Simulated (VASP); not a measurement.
# CsPbBr3 in VASP: a series of runs

Runs on CsPbBr3. Level: PBE. Tasks: single point, relaxation of cell and atoms.

All numbers are computed with VASP 6.6.1; they aren't measurements. Logs are shortened: lines on timing, memory, paths and dates and some standing lists are left out, and cuts for length are marked.

## Step 1: The cell of the first run

The structure is cubic, space group Pm-3m (No. 221). The conventional cell has a = 5.976 Å, b = 5.976 Å, c = 5.976 Å, α = 90.00°, β = 90.00°, γ = 90.00°. Within 3.9 Å of Br (site symmetry 4/mmm) lie 2 Pb at 2.99 Å. Pb (site symmetry m-3m) has 6 Br at 2.99 Å within 3.9 Å. Within 5.5 Å of Cs (site symmetry m-3m) lie 12 Br at 4.23 Å and 8 Pb at 5.18 Å.

## Step 2: Single point, PBE

The input, INCAR:

```
PREC = Accurate
ENCUT = 520
EDIFF = 1E-6
ISMEAR = -1
SIGMA = 0.0806
LREAL = False
LASPH = True
NELM = 100
ALGO = Normal
ISIF = 2
LWAVE = False
LCHARG = True
GGA = PE
LELF = True
LVHAR = True
NBANDS = 30
```

The input, KPOINTS:

```
Automatic mesh
0
Gamma
  3 3 3
```

The input, POSCAR:

```
CsPbBr3
1.0
    5.9764760152      0.0000000000      0.0000000000
    0.0000000000      5.9764760152      0.0000000000
    0.0000000000      0.0000000000      5.9764760152
Br Pb Cs
3 1 1
Direct
    0.0000000000      0.5000000000      0.5000000000
    0.5000000000      0.0000000000      0.5000000000
    0.5000000000      0.5000000000      0.0000000000
    0.5000000000      0.5000000000      0.5000000000
    0.0000000000      0.0000000000      0.0000000000
```

Potentials or basis: VASP PAW PBE potentials, release 64 (Br, Pb_d, Cs_sv).

Command:

```console
> cat potpaw_PBE.64/Br/POTCAR potpaw_PBE.64/Pb_d/POTCAR potpaw_PBE.64/Cs_sv/POTCAR > POTCAR
> mpirun -np 1 vasp_std > vasp.out
```

OUTCAR:

```text
PREC = Accurate
   ENCUT = 520
   EDIFF = 1E-6
   ISMEAR = -1
   LREAL = False
   LASPH = True
   NELM = 100
   ISIF = 2
   GGA = PE

 ion  position               nearest neighbor table
   1  0.000  0.500  0.500-   4 2.99   4 2.99
   2  0.500  0.000  0.500-   4 2.99   4 2.99
   3  0.500  0.500  0.000-   4 2.99   4 2.99
   4  0.500  0.500  0.500-   1 2.99   2 2.99   3 2.99   3 2.99   2 2.99   1 2.99
   5  0.000  0.000  0.000-

  LATTYP: Found a simple cubic cell.
 ALAT       =     5.9764760152

  Lattice vectors:

 A1 = (   5.9764760152,   0.0000000000,   0.0000000000)
 A2 = (   0.0000000000,   5.9764760152,   0.0000000000)
 A3 = (   0.0000000000,   0.0000000000,   5.9764760152)

Analysis of symmetry for initial positions (statically):
=====================================================================
 Subroutine PRICEL returns:
 Original cell was already a primitive cell.

 Routine SETGRP: Setting up the symmetry group for a
 simple cubic supercell.

 Subroutine GETGRP returns: Found 48 space group operations
 (whereof 48 operations were pure point group operations)
 out of a pool of 48 trial point group operations.

The static configuration has the point symmetry O_h .

Analysis of symmetry for dynamics (positions and initial velocities):
=====================================================================
 Subroutine PRICEL returns:
 Original cell was already a primitive cell.

 Routine SETGRP: Setting up the symmetry group for a
 simple cubic supercell.

 Subroutine GETGRP returns: Found 48 space group operations
 (whereof 48 operations were pure point group operations)
 out of a pool of 48 trial point group operations.

The dynamic configuration has the point symmetry O_h .

 Subroutine INISYM returns: Found 48 space group operations
 (whereof 48 operations are pure point group operations),
 and found     1 'primitive' translations

----------------------------------------------------------------------------------------

                                     Primitive cell

  volume of cell :     213.4694

  direct lattice vectors                    reciprocal lattice vectors
     5.976476015  0.000000000  0.000000000     0.167322683  0.000000000  0.000000000
     0.000000000  5.976476015  0.000000000     0.000000000  0.167322683  0.000000000
     0.000000000  0.000000000  5.976476015     0.000000000  0.000000000  0.167322683

  length of vectors
     5.976476015  5.976476015  5.976476015     0.167322683  0.167322683  0.167322683

  position of ions in fractional coordinates (direct lattice)
     0.000000000  0.500000000  0.500000000
     0.500000000  0.000000000  0.500000000
     0.500000000  0.500000000  0.000000000
     0.500000000  0.500000000  0.500000000
     0.000000000  0.000000000  0.000000000

  ion indices of the primitive-cell ions
   primitive index   ion index
                 1           1
                 2           2
                 3           3
                 4           4
                 5           5

----------------------------------------------------------------------------------------

 KPOINTS: Automatic mesh

Automatic generation of k-mesh.
 Grid dimensions read from file:
 generate k-points for:    3    3    3

 Generating k-lattice:

  Cartesian coordinates                     Fractional coordinates (reciprocal lattice)
     0.055774228  0.000000000  0.000000000     0.333333333  0.000000000  0.000000000
     0.000000000  0.055774228  0.000000000     0.000000000  0.333333333  0.000000000
     0.000000000  0.000000000  0.055774228     0.000000000  0.000000000  0.333333333

  Length of vectors
     0.055774228  0.055774228  0.055774228

  Shift w.r.t. Gamma in fractional coordinates (k-lattice)
     0.000000000  0.000000000  0.000000000

 Subroutine IBZKPT returns following result:
 ===========================================

 Found      4 irreducible k-points:

 Following reciprocal coordinates:
            Coordinates               Weight
  0.000000  0.000000  0.000000      1.000000
  0.333333  0.000000  0.000000      6.000000
  0.333333  0.333333  0.000000     12.000000
  0.333333  0.333333  0.333333      8.000000
   k-points           NKPTS =      4   k-points in BZ     NKDIM =      4   number of bands    NBANDS=     30
   number of dos      NEDOS =    301   number of ions     NIONS =      5
   total plane-waves  NPLWV = 110592
   dimension x,y,z NGX =    48 NGY =   48 NGZ =   48
   dimension x,y,z NGXF=    96 NGYF=   96 NGZF=   96
   ions per type =               3   1   1
   NGX,Y,Z   is equivalent  to a cutoff of  13.35, 13.35, 13.35 a.u.
   NGXF,Y,Z  is equivalent  to a cutoff of  26.70, 26.70, 26.70 a.u.
 SYSTEM =  unknown system
   PREC   = accura    normal or accurate (medium, high low for compatibility)
   ISTART =      0    job   : 0-new  1-cont  2-samecut
   ICHARG =      2    charge: 1-file 2-atom 10-const
   ISPIN  =      1    spin polarized calculation?
   LNONCOLLINEAR =      F non collinear calculations
   LSORBIT =      F    spin-orbit coupling
   LASPH  =      T    aspherical Exc in radial PAW
   ENCUT  =  520.0 eV  38.22 Ry    6.18 a.u.  11.11 11.11 11.11*2*pi/ulx,y,z
   NELM   =    100;   NELMIN=  2; NELMDL= -5     # of ELM steps
   EDIFF  = 0.1E-05   stopping-criterion for ELM
   LREAL  =      F    real-space projection
   EDIFFG = 0.1E-04   stopping-criterion for IOM
   NSW    =      0    number of steps for IOM
   IBRION =     -1    ionic relax: 0-MD 1-quasi-New 2-CG
   NFREE  =      0    steps in history (QN), initial steepest desc. (CG)
   ISIF   =      2    stress and relaxation
   ISYM   =      2    0-nonsym 1-usesym 2-fastsym
   POTIM  = 0.5000    time-step for ionic-motion
   TEBEG  =    0.0;   TEEND  =   0.0 temperature during run
   PSTRESS=    0.0 pullay stress
   NELECT =      44.0000    total number of electrons
   NUPDOWN=      -1.0000    fix difference up-down
   EMIN   =  10.00;   EMAX   =-10.00  energy-range for DOS
   EFERMI =   0.00;   METHOD = LEGACY
   ISMEAR =    -1;   SIGMA  =   0.08  broadening in eV -4-tet -1-fermi 0-gaus
   EFERMI_NEDOS =   21; number of points for ismear=-14 and -15
   IALGO  =     38    algorithm
   IMIX   =      4    mixing-type and parameters
     AMIX     =   0.40;   BMIX     =  1.00
     AMIX_MAG =   1.60;   BMIX_MAG =  1.00
  volume/ion in A,a.u.               =      42.69       288.11
  Fermi-wavevector in a.u.,A,eV,Ry     =   0.967046  1.827452 12.723873  0.935178
  Thomas-Fermi vector in A             =   2.096899
   LORBIT       =      0    0 simple, 1 ext, 2 COOP (PROOUT), +10 PAW based schemes
   GGA     = PE    functional components
   LHFCALC =     F    Hartree Fock is set to
   AEXX    =    0.0000 exact exchange contribution
   IVDW    =     0    specifies the selected vdW correction
   LEPSILON=     F    determine dielectric tensor
   LRPA    =     F    only Hartree local field effects (RPA)
 non-spin polarized calculation
  energy-cutoff  :      520.00
  volume of cell :      213.47
 maximum number of plane-waves:      5770
 NGX is ok and might be reduce to    48
   NGX = 23   NGY = 23   NGZ = 23

 number of electron      43.9999990 magnetization

 Free energy of the ion-electron system (eV)
  ---------------------------------------------------
  ext. energy  EPLUGINS =         0.00000000
  ---------------------------------------------------
  free energy    TOTEN  =       -16.00032391 eV

  energy without entropy =      -16.00032391  energy(sigma->0) =      -16.00032391

 E-fermi :   1.4197     XC(G=0):  -7.4182

 val. band max:       -0.4244570215   @ k =   0.3333   0.3333   0.3333
 cond. band min:       3.5300259241   @ k =   0.3333   0.3333   0.3333
 fundamental gap:      3.9544829456
 Fermi energy:         1.4196661966

 k-point     1 :       0.0000    0.0000    0.0000
  band No.  band energies     occupation
      1     -20.5618      2.00000
      2     -15.9239      2.00000
      3     -15.9239      2.00000
      4     -15.8037      2.00000
      5     -15.8037      2.00000
      6     -15.8037      2.00000
      7     -13.6856      2.00000
      8     -13.0916      2.00000
      9     -13.0916      2.00000
     10      -7.3451      2.00000
     11      -7.3451      2.00000
     12      -7.3451      2.00000
     13      -6.1040      2.00000
     14      -3.1650      2.00000
     15      -3.1650      2.00000
     16      -3.1650      2.00000
     17      -1.1181      2.00000
     18      -1.1181      2.00000
     19      -1.1181      2.00000
     20      -1.0249      2.00000
     21      -1.0249      2.00000
     22      -1.0249      2.00000
     23       3.9455      0.00000
     24       5.1260      0.00000
     25       5.1260      0.00000
     26       5.8668      0.00000
     27       5.8668      0.00000
     28       5.8668      0.00000
     29       6.6028      0.00000
     30       6.6028      0.00000

 k-point     2 :       0.3333    0.0000    0.0000
  band No.  band energies     occupation
      1     -20.5612      2.00000
      2     -15.9238      2.00000
      3     -15.8880      2.00000
      4     -15.8042      2.00000
      5     -15.8042      2.00000
      6     -15.8036      2.00000
      7     -13.5827      2.00000
      8     -13.2578      2.00000
      9     -13.0905      2.00000
     10      -7.3403      2.00000
     11      -7.3383      2.00000
     12      -7.3383      2.00000
     13      -6.6234      2.00000
     14      -3.0985      2.00000
     15      -3.0985      2.00000
     16      -1.9529      2.00000
     17      -1.2163      2.00000
     18      -1.2163      2.00000
     19      -1.2033      2.00000
     20      -1.0947      2.00000
     21      -1.0947      2.00000
     22      -0.8985      2.00000
     23       4.1989      0.00000
     24       4.9035      0.00000
     25       5.6793      0.00000
     26       5.7771      0.00000
     27       6.0393      0.00000
     28       6.0393      0.00000
     29       6.1848      0.00000
     30       6.9181      0.00000

 k-point     3 :       0.3333    0.3333    0.0000
  band No.  band energies     occupation
      1     -20.5607      2.00000
      2     -15.9065      2.00000
      3     -15.8681      2.00000
      4     -15.8048      2.00000
      5     -15.8042      2.00000
      6     -15.8042      2.00000
      7     -13.4991      2.00000
      8     -13.2907      2.00000
      9     -13.1933      2.00000
     10      -7.3517      2.00000
     11      -7.3433      2.00000
     12      -7.3327      2.00000
     13      -7.0765      2.00000
     14      -3.0102      2.00000
     15      -2.0233      2.00000
     16      -1.9031      2.00000
     17      -1.4931      2.00000
     18      -1.2701      2.00000
     19      -1.2302      2.00000
     20      -1.1461      2.00000
     21      -0.8205      2.00000
     22      -0.6177      2.00000
     23       3.8658      0.00000
     24       3.9485      0.00000
     25       5.5473      0.00000
     26       5.7697      0.00000
     27       6.0968      0.00000
     28       6.3497      0.00000
     29       6.6793      0.00000
     30       6.8366      0.00000

 k-point     4 :       0.3333    0.3333    0.3333
  band No.  band energies     occupation
      1     -20.5603      2.00000
      2     -15.8681      2.00000
      3     -15.8681      2.00000
      4     -15.8048      2.00000
      5     -15.8048      2.00000
      6     -15.8048      2.00000
      7     -13.4452      2.00000
      8     -13.2886      2.00000
      9     -13.2886      2.00000
     10      -7.4929      2.00000
     11      -7.3601      2.00000
     12      -7.3601      2.00000
     13      -7.3469      2.00000
     14      -1.9272      2.00000
     15      -1.9272      2.00000
     16      -1.8488      2.00000
     17      -1.6185      2.00000
     18      -1.6185      2.00000
     19      -0.8419      2.00000
     20      -0.8419      2.00000
     21      -0.7977      2.00000
     22      -0.4245      2.00000
     23       3.5300      0.00000
     24       3.5300      0.00000
     25       3.6888      0.00000
     26       5.6131      0.00000
     27       6.2913      0.00000
     28       6.2913      0.00000
     29       6.5875      0.00000
     30       7.0185      0.00000

------------------------ aborting loop because EDIFF is reached ----------------------------------------

  FORCE on cell =-STRESS in cart. coord.  units (eV):
  Direction    XX          YY          ZZ          XY          YZ          ZX
  --------------------------------------------------------------------------------------
  -------------------------------------------------------------------------------------
  Total       -0.0136736     -0.0136736     -0.0136736     -0.0000000      0.0000000     -0.0000000
  in kB       -0.1026264     -0.1026264     -0.1026264     -0.0000000      0.0000000     -0.0000000
  external PRESSURE =      -0.1026264 kB  Pullay stress =       0.0000000 kB

 VOLUME and BASIS-vectors are now :
 -----------------------------------------------------------------------------
  energy-cutoff  :      520.00
  volume of cell :      213.47
      direct lattice vectors                 reciprocal lattice vectors
     5.976476015  0.000000000  0.000000000     0.167322683  0.000000000  0.000000000
     0.000000000  5.976476015  0.000000000     0.000000000  0.167322683  0.000000000
     0.000000000  0.000000000  5.976476015     0.000000000  0.000000000  0.167322683

 POSITION                                       TOTAL-FORCE (eV/Angst)
 -----------------------------------------------------------------------------------
      0.00000      2.98824      2.98824         0.000000      0.000000      0.000000
      2.98824      0.00000      2.98824         0.000000      0.000000      0.000000
      2.98824      2.98824      0.00000         0.000000      0.000000      0.000000
      2.98824      2.98824      2.98824         0.000000      0.000000      0.000000
      0.00000      0.00000      0.00000         0.000000      0.000000      0.000000
 -----------------------------------------------------------------------------------
    total drift:                                0.000000     -0.000000     -0.000000

  FREE ENERGIE OF THE ION-ELECTRON SYSTEM (eV)
  ---------------------------------------------------
  free  energy   TOTEN  =       -16.0003239095 eV

  energy  without entropy=      -16.0003239094  energy(sigma->0) =      -16.00032391
```

Run time: 26 s. Hardware: 1 thread of Intel Xeon 6975P-C (Granite Rapids), shared host; peak memory 0.32 GiB.

What came out:

| Quantity | Value |
| --- | --- |
| Free energy | -16.0003 eV |
| Pressure | 0.0 GPa |
| Band gap on the k mesh | 3.95 eV |

Caveat: spin-orbit coupling is left out, which moves the levels of the heavy elements; an odd mesh through Γ misses points on the zone boundary, where band edges can lie.

(Continued in part 2 of 2.)
